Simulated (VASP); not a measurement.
# ZrB (I4/mmm) in VASP: further runs

ZrB is run at these levels: PBE; tasks: single point.

All numbers are computed with VASP 6.6.1; they aren't measurements. Logs are shortened: lines on timing, memory, paths and dates and some standing lists are left out, and cuts for length are marked.

### Step 1. The cell of the first run

Symmetry: I4/mmm, No. 139, tetragonal system. The conventional cell has a = 3.329 Å, b = 3.329 Å, c = 4.973 Å, α = 90.00°, β = 90.00°, γ = 90.00°. Within 3.1 Å of Zr (site symmetry 4/mmm) lie 6 B at 2.35 to 2.49 Å. Within 3.1 Å of B (site symmetry 4/mmm) lie 6 Zr at 2.35 to 2.49 Å.

### Step 2. Single point, PBE (biaxial strain in the a-b plane: -4.0 %, then relaxed in part)

INCAR

```
  PREC = Accurate
  ENCUT = 520
  EDIFF = 1E-6
  ISMEAR = 0
  SIGMA = 0.1
  LREAL = F
  LASPH = T
  NELM = 60
  ALGO = Normal
  ISIF = 2
  LWAVE = F
  LCHARG = F
  GGA = PE
  NBANDS = 23
```

KPOINTS

```
Automatic mesh
0
Gamma
  12 12 10
```

POSCAR

```
ZrB
1.0
    2.3539685041      2.3539685041      0.0000000000
   -2.3539685041      2.3539685041      0.0000000000
    0.0000000000      0.0000000000      4.9726626727
Zr B
2 2
Direct
    0.0000000000      0.0000000000      0.0000000000
    0.5000000000      0.5000000000      0.5000000000
    0.5000000000      0.5000000000      0.0000000000
    0.0000000000      0.0000000000      0.5000000000
```

Potentials or basis: VASP PAW PBE potentials, release 64 (Zr_sv, B).

Launch:

```
> cat potpaw_PBE.64/Zr_sv/POTCAR potpaw_PBE.64/B/POTCAR > POTCAR
> mpirun -np 1 vasp_std > vasp.out
```

OUTCAR:

```text
PREC = Accurate
   ENCUT = 520
   EDIFF = 1E-6
   ISMEAR = 0
   LREAL = F
   LASPH = T
   NELM = 60
   ISIF = 2
   GGA = PE

 ion  position               nearest neighbor table
   1  0.000  0.000  0.000-   3 2.35   3 2.35   3 2.35   3 2.35   4 2.49   4 2.49   2 3.42   2 3.42
                             2 3.42   2 3.42   2 3.42   2 3.42   2 3.42   2 3.42
   2  0.500  0.500  0.500-   4 2.35   4 2.35   4 2.35   4 2.35   3 2.49   3 2.49   1 3.42   1 3.42
                             1 3.42   1 3.42   1 3.42   1 3.42   1 3.42   1 3.42
   3  0.500  0.500  0.000-   1 2.35   1 2.35   1 2.35   1 2.35   2 2.49   2 2.49
   4  0.000  0.000  0.500-   2 2.35   2 2.35   2 2.35   2 2.35   1 2.49   1 2.49

  LATTYP: Found a simple tetragonal cell.
 ALAT       =     3.3290141839
 C/A-ratio  =     1.4937343003

  Lattice vectors:

 A1 = (   2.3539685041,   2.3539685041,   0.0000000000)
 A2 = (  -2.3539685041,   2.3539685041,   0.0000000000)
 A3 = (   0.0000000000,   0.0000000000,   4.9726626727)

Analysis of symmetry for initial positions (statically):
=====================================================================
 Subroutine PRICEL returns following result:

  LATTYP: Found a body centered tetragonal cell.
 ALAT       =     3.3290141839
 C/A-ratio  =     1.4937343003

  Lattice vectors:

 A1 = (   2.3539685041,   0.0000000000,  -2.4863313364)
 A2 = (  -2.3539685041,   0.0000000000,  -2.4863313364)
 A3 = (   0.0000000000,   2.3539685041,   2.4863313364)

   2 primitive cells build up your supercell.

 Routine SETGRP: Setting up the symmetry group for a
 simple tetragonal supercell.

 Subroutine GETGRP returns: Found 16 space group operations
 (whereof 16 operations were pure point group operations)
 out of a pool of 16 trial point group operations.

The static configuration has the point symmetry D_4h.

Analysis of symmetry for dynamics (positions and initial velocities):
=====================================================================
 Subroutine PRICEL returns following result:

  LATTYP: Found a body centered tetragonal cell.
 ALAT       =     3.3290141839
 C/A-ratio  =     1.4937343003

  Lattice vectors:

 A1 = (   2.3539685041,   0.0000000000,  -2.4863313364)
 A2 = (  -2.3539685041,   0.0000000000,  -2.4863313364)
 A3 = (   0.0000000000,   2.3539685041,   2.4863313364)

   2 primitive cells build up your supercell.

 Routine SETGRP: Setting up the symmetry group for a
 simple tetragonal supercell.

 Subroutine GETGRP returns: Found 16 space group operations
 (whereof 16 operations were pure point group operations)
 out of a pool of 16 trial point group operations.

The dynamic configuration has the point symmetry D_4h.

 Subroutine INISYM returns: Found 16 space group operations
 (whereof 16 operations are pure point group operations),
 and found     2 'primitive' translations

----------------------------------------------------------------------------------------

                                     Primitive cell

  volume of cell :      27.5544

  direct lattice vectors                    reciprocal lattice vectors
     2.353968504  0.000000000 -2.486331336     0.212407260  0.212407260 -0.201099505
    -2.353968504  0.000000000 -2.486331336    -0.212407260  0.212407260 -0.201099505
     0.000000000  2.353968504  2.486331336     0.000000000  0.424814520  0.000000000

  length of vectors
     3.423888321  3.423888321  3.423888321     0.361489556  0.361489556  0.424814520

  position of ions in fractional coordinates (direct lattice)
     0.000000000  0.000000000  0.000000000
     0.500000000  0.500000000  0.000000000

  ion indices of the primitive-cell ions
   primitive index   ion index
                 1           1
                 2           4

----------------------------------------------------------------------------------------

 KPOINTS: Automatic mesh

Automatic generation of k-mesh.
 Grid dimensions read from file:
 generate k-points for:   12   12   10

 Generating k-lattice:

  Cartesian coordinates                     Fractional coordinates (reciprocal lattice)
     0.017700605  0.017700605  0.000000000     0.083333333  0.000000000  0.000000000
    -0.017700605  0.017700605  0.000000000     0.000000000  0.083333333  0.000000000
     0.000000000  0.000000000  0.020109950     0.000000000  0.000000000  0.100000000

  Length of vectors
     0.025032436  0.025032436  0.020109950

  Shift w.r.t. Gamma in fractional coordinates (k-lattice)
     0.000000000  0.000000000  0.000000000

 Subroutine IBZKPT returns following result:
 ===========================================

 Found    168 irreducible k-points:

 Following reciprocal coordinates:
            Coordinates               Weight
  0.000000  0.000000  0.000000      1.000000
  0.083333  0.000000  0.000000      4.000000
  0.166667  0.000000  0.000000      4.000000
  0.250000  0.000000  0.000000      4.000000
  0.333333  0.000000  0.000000      4.000000
  0.416667  0.000000  0.000000      4.000000
[... 16 lines left out ...]
  0.333333  0.333333  0.000000      4.000000
  0.416667  0.333333  0.000000      8.000000
 [... further k-points ...]
   k-points           NKPTS =    168   k-points in BZ     NKDIM =    168   number of bands    NBANDS=     23
   number of dos      NEDOS =    301   number of ions     NIONS =      4
   total plane-waves  NPLWV =  31360
   dimension x,y,z NGX =    28 NGY =   28 NGZ =   40
   dimension x,y,z NGXF=    56 NGYF=   56 NGZF=   80
   ions per type =               2   2
   NGX,Y,Z   is equivalent  to a cutoff of  13.98, 13.98, 13.37 a.u.
   NGXF,Y,Z  is equivalent  to a cutoff of  27.97, 27.97, 26.75 a.u.
 SYSTEM =  unknown system
   PREC   = accura    normal or accurate (medium, high low for compatibility)
   ISTART =      0    job   : 0-new  1-cont  2-samecut
   ICHARG =      2    charge: 1-file 2-atom 10-const
   ISPIN  =      1    spin polarized calculation?
   LNONCOLLINEAR =      F non collinear calculations
   LSORBIT =      F    spin-orbit coupling
   LASPH  =      T    aspherical Exc in radial PAW
   ENCUT  =  520.0 eV  38.22 Ry    6.18 a.u.   6.19  6.19  9.25*2*pi/ulx,y,z
   NELM   =     60;   NELMIN=  2; NELMDL= -5     # of ELM steps
   EDIFF  = 0.1E-05   stopping-criterion for ELM
   LREAL  =      F    real-space projection
   EDIFFG = 0.1E-04   stopping-criterion for IOM
   NSW    =      0    number of steps for IOM
   IBRION =     -1    ionic relax: 0-MD 1-quasi-New 2-CG
   NFREE  =      0    steps in history (QN), initial steepest desc. (CG)
   ISIF   =      2    stress and relaxation
   ISYM   =      2    0-nonsym 1-usesym 2-fastsym
   POTIM  = 0.5000    time-step for ionic-motion
   TEBEG  =    0.0;   TEEND  =   0.0 temperature during run
   PSTRESS=    0.0 pullay stress
   NELECT =      30.0000    total number of electrons
   NUPDOWN=      -1.0000    fix difference up-down
   EMIN   =  10.00;   EMAX   =-10.00  energy-range for DOS
   EFERMI =   0.00;   METHOD = LEGACY
   ISMEAR =     0;   SIGMA  =   0.10  broadening in eV -4-tet -1-fermi 0-gaus
   EFERMI_NEDOS =   21; number of points for ismear=-14 and -15
   IALGO  =     38    algorithm
   IMIX   =      4    mixing-type and parameters
     AMIX     =   0.40;   BMIX     =  1.00
     AMIX_MAG =   1.60;   BMIX_MAG =  1.00
  volume/ion in A,a.u.               =      13.78        92.97
  Fermi-wavevector in a.u.,A,eV,Ry     =   1.336724  2.526043 24.311321  1.786832
  Thomas-Fermi vector in A             =   2.465329
   LORBIT       =      0    0 simple, 1 ext, 2 COOP (PROOUT), +10 PAW based schemes
   GGA     = PE    functional components
   LHFCALC =     F    Hartree Fock is set to
   AEXX    =    0.0000 exact exchange contribution
   IVDW    =     0    specifies the selected vdW correction
   LEPSILON=     F    determine dielectric tensor
   LRPA    =     F    only Hartree local field effects (RPA)
 non-spin polarized calculation
 Gauss-broadening in eV      SIGMA  =   0.10
  energy-cutoff  :      520.00
  volume of cell :       55.11
 maximum number of plane-waves:      1512
 NGX is ok and might be reduce to    28
   NGX = 13   NGY = 13   NGZ = 19

 number of electron      30.0000000 magnetization

 Free energy of the ion-electron system (eV)
  ---------------------------------------------------
  ext. energy  EPLUGINS =         0.00000000
  ---------------------------------------------------
  free energy    TOTEN  =       -31.74536159 eV

  energy without entropy =      -31.73662353  energy(sigma->0) =      -31.74099256

 E-fermi :   8.0945     XC(G=0): -11.7819

 val. band max:        8.0908982877   @ k =   0.3333   0.0833   0.0000
 cond. band min:       8.1138344771   @ k =   0.1667   0.0833   0.2000
 fundamental gap:      0.0229361894
 Fermi energy:         8.0945099814

 k-point     1 :       0.0000    0.0000    0.0000
  band No.  band energies     occupation
      1     -39.0829      2.00000
      2     -38.9895      2.00000
      3     -17.4939      2.00000
      4     -17.0817      2.00000
      5     -17.0817      2.00000
      6     -16.8926      2.00000
[... 15 lines left out ...]
     22      11.7941      0.00000
     23      12.9876      0.00000

 k-point     2 :       0.0833    0.0000    0.0000
  band No.  band energies     occupation
      1     -39.0791      2.00000
      2     -38.9889      2.00000
      3     -17.4811      2.00000
      4     -17.1086      2.00000
      5     -17.0743      2.00000
      6     -16.9146      2.00000
[... 15 lines left out ...]
     22      13.2945      0.00000
     23      13.7057      0.00000

 k-point     3 :       0.1667    0.0000    0.0000
  band No.  band energies     occupation
      1     -39.0685      2.00000
      2     -38.9875      2.00000
      3     -17.4441      2.00000
      4     -17.1808      2.00000
      5     -17.0535      2.00000
      6     -17.0091      2.00000
[... 15 lines left out ...]
     22      13.9986      0.00000
     23      14.5421      0.00000

 k-point     4 :       0.2500    0.0000    0.0000
  band No.  band energies     occupation
      1     -39.0528      2.00000
      2     -38.9865      2.00000
      3     -17.3867      2.00000
      4     -17.2755      2.00000
      5     -17.1376      2.00000
      6     -17.0227      2.00000
[... 15 lines left out ...]
     22      13.6466      0.00000
     23      14.7640      0.00000

 k-point     5 :       0.3333    0.0000    0.0000
  band No.  band energies     occupation
      1     -39.0348      2.00000
      2     -38.9879      2.00000
      3     -17.3638      2.00000
      4     -17.3145      2.00000
      5     -17.2679      2.00000
      6     -17.0121      2.00000
[... 15 lines left out ...]
     22      14.2715      0.00000
     23      14.9137      0.00000

 k-point     6 :       0.4167    0.0000    0.0000
  band No.  band energies     occupation
      1     -39.0175      2.00000
      2     -38.9931      2.00000
      3     -17.4190      2.00000
      4     -17.3699      2.00000
      5     -17.2343      2.00000
      6     -17.0775      2.00000
[... 15 lines left out ...]
     22      14.8633      0.00000
     23      14.8739      0.00000

 k-point     7 :       0.5000    0.0000    0.0000
  band No.  band energies     occupation
      1     -39.0031      2.00000
      2     -39.0031      2.00000
      3     -17.4229      2.00000
      4     -17.4229      2.00000
      5     -17.1532      2.00000
      6     -17.1532      2.00000
[... 353 lines left out ...]
     22      14.7037      0.00000
     23      14.7444      0.00000

 k-point    21 :       0.4167    0.2500    0.0000
  band No.  band energies     occupation
      1     -38.9972      2.00000
      2     -38.9799      2.00000
      3     -17.4232      2.00000
      4     -17.3914      2.00000
      5     -17.1893      2.00000
      6     -17.1159      2.00000
[... 15 lines left out ...]
     22      14.7249      0.00000
     23      14.7852      0.00000

 k-point    22 :       0.5000    0.2500    0.0000
  band No.  band energies     occupation
      1     -38.9863      2.00000
      2     -38.9863      2.00000
      3     -17.4334      2.00000
      4     -17.4334      2.00000
      5     -17.1308      2.00000
      6     -17.1308      2.00000
[... 15 lines left out ...]
     22      14.5904      0.00000
     23      14.7745      0.00000

 k-point    23 :       0.3333    0.3333    0.0000
  band No.  band energies     occupation
      1     -38.9981      2.00000
      2     -38.9745      2.00000
      3     -17.4083      2.00000
      4     -17.3669      2.00000
      5     -17.2066      2.00000
      6     -17.1683      2.00000
[... 15 lines left out ...]
     22      14.7347      0.00000
     23      14.7885      0.00000

 k-point    24 :       0.4167    0.3333    0.0000
  band No.  band energies     occupation
      1     -38.9862      2.00000
      2     -38.9740      2.00000
      3     -17.4511      2.00000
      4     -17.4299      2.00000
      5     -17.1662      2.00000
      6     -17.1619      2.00000
[... 15 lines left out ...]
     22      14.4401      0.00000
     23      14.5687      0.00000

 [... further k-points ...]

------------------------ aborting loop because EDIFF is reached ----------------------------------------

  FORCE on cell =-STRESS in cart. coord.  units (eV):
  Direction    XX          YY          ZZ          XY          YZ          ZX
  --------------------------------------------------------------------------------------
  -------------------------------------------------------------------------------------
  Total        6.8990402      6.8990402      0.0277640      0.0000000     -0.0000000      0.0000000
  in kB      200.5760018    200.5760018      0.8071829      0.0000000     -0.0000000      0.0000000
  external PRESSURE =     133.9863955 kB  Pullay stress =       0.0000000 kB

 VOLUME and BASIS-vectors are now :
 -----------------------------------------------------------------------------
  energy-cutoff  :      520.00
  volume of cell :       55.11
      direct lattice vectors                 reciprocal lattice vectors
     2.353968504  2.353968504  0.000000000     0.212407260  0.212407260  0.000000000
    -2.353968504  2.353968504  0.000000000    -0.212407260  0.212407260  0.000000000
     0.000000000  0.000000000  4.972662673     0.000000000  0.000000000  0.201099505

 POSITION                                       TOTAL-FORCE (eV/Angst)
 -----------------------------------------------------------------------------------
      0.00000      0.00000      0.00000         0.000000      0.000000     -0.000000
      0.00000      2.35397      2.48633         0.000000     -0.000000      0.000000
      0.00000      2.35397      0.00000        -0.000000      0.000000     -0.000000
      0.00000      0.00000      2.48633        -0.000000      0.000000     -0.000000
 -----------------------------------------------------------------------------------
    total drift:                               -0.000000      0.000000      0.000000

  FREE ENERGIE OF THE ION-ELECTRON SYSTEM (eV)
  ---------------------------------------------------
  free  energy   TOTEN  =       -31.7453615943 eV

  energy  without entropy=      -31.7366235278  energy(sigma->0) =      -31.74099256
```

Wall time 2.2 min (1 thread of AMD EPYC 9R45 (Zen 5), shared host); peak memory 0.29 GiB.

What came out:

| Property | Result |
| --- | --- |
| Free energy | -31.7454 eV |
| Pressure | 13.4 GPa |
| Band gap on the k mesh | zero (bands 15 and 16 overlap by 3.23 eV) |

Stress tensor (GPa, compression positive):
```
20.06  0.00  0.00
 0.00 20.06  0.00
 0.00  0.00  0.08
```

Caveat: the cell differs from its parent crystal (biaxial strain in the a-b plane: -4.0 %, then relaxed in part); the cell stands under pressure.

(Part 1 of 2 ends here.)
